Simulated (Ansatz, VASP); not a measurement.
Mg: VASP beside Ansatz

```
Mg
1.0
     5.04642    0.00000    0.00000
    -2.52321    4.37033    0.00000
     0.00000    0.00000    5.81948
Mg
4
Direct
  0.00000 0.00000 0.24833
  0.00000 0.00000 0.75167
  0.33333 0.66667 0.00000
  0.66667 0.33333 0.00000
```

Alike in both runs: functional PBE; k mesh 12 × 12 × 8; occupations gaussian, width 0.1 eV; no spin polarisation.

Ansatz relaxed the structure, and its values are those at the end. VASP's run is a single point on that final structure, the one shown.

|  | VASP | Ansatz |
| --- | --- | --- |
| version | VASP 6.6.1 | Ansatz 0.2.0 |
| potentials or method | VASP PAW PBE potentials, release 64 (Mg), cutoff 520 eV | scalar-relativistic, plane waves, PAW |
| valence electrons in the cell | 8 | 40 |

```csv
,VASP,Ansatz,Ansatz less VASP
gap on the k mesh at the Fermi level (eV),none,none,-
pressure (GPa),-0.1,0.0,+0.06
rms of the force components (eV/Å),0.005,0.002,-0.0027
```

A gap of «none» marks a metal or a gap that the smearing closes. VASP's potentials hold 8 valence electrons a cell and Ansatz's 40, so a difference there can come from the potentials and not from the codes.
